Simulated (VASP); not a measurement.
Runs of VASP 6.6.1 on Sr. The structure is that of space group P6_3/mmc (No. 194), or close to it. The cells are those of the table. This isn't the form of Sr at room conditions, which is fcc.

```csv
cell,gap on the mesh (eV),pressure (GPa)
"a = 4.285, b = 4.285, c = 6.649 Å, angles 90.0, 90.0, 120.0°, 2 atoms",none,0.0
"a = 3.767, b = 3.767, c = 6.324 Å, angles 90.0, 90.0, 120.0°, 2 atoms",none,5.0
"a = 3.602, b = 3.602, c = 5.933 Å, angles 90.0, 90.0, 120.0°, 2 atoms",none,(a)
"a = 3.390, b = 3.390, c = 5.486 Å, angles 90.0, 90.0, 120.0°, 2 atoms",none,20.2
```

Alike in all rows: task single point; level PBEsol; potentials or basis VASP PAW PBE potentials, release 64 (Sr_sv); no spin polarisation; k mesh 6 × 6 × 3; cutoff (eV) 520; smearing methfessel-paxton 0.05 eV.

**Question.** Fill in the values left out.

**Answer.** (a) 10.1.

Caveats: some runs use coarse meshes; the PAW data sets were made with another functional, which shifts forces and pressure a little; the cell stands under pressure (at least some runs).

A k mesh can miss the band edges, and the runs leave out spin-orbit coupling on Sr.

A gap of «none» marks levels without a gap at the run's occupations.
